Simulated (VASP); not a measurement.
A run of VASP 6.6.1 is set up as follows.

File INCAR:

```
SYSTEM = Li
PREC = Accurate ; ENCUT = 520
EDIFF = 1E-8 ; ISMEAR = -1
SIGMA = 0.03 ; LREAL = .FALSE.
LASPH = .TRUE. ; NELM = 100
ALGO = Normal ; ISIF = 2
LWAVE = .FALSE. ; LCHARG = .FALSE.
GGA = PS ; LEFG = .TRUE.
NBANDS = 10
```

Contents of KPOINTS:

```
regular mesh
0
G
  15 15 8
  0 0 0
```

File POSCAR:

```
Li
1.0
    3.1110021516      0.0000000000      0.0000000000
   -1.5555010758      2.6942068945      0.0000000000
    0.0000000000      0.0000000000      5.0930000000
Li
2
Direct
    0.3333333333      0.6666666667      0.2500000000
    0.6666666667      0.3333333333      0.7500000000
```

Potentials or basis: VASP PAW PBE potentials, release 64 (Li_sv).

Launch:

```bash
$ cat potpaw_PBE.64/Li_sv/POTCAR > POTCAR
$ mpirun -np 1 vasp_std > vasp.out
```

What does it give for the band gap on the k mesh?

Zero (bands 3 and 4 overlap by 4.51 eV).
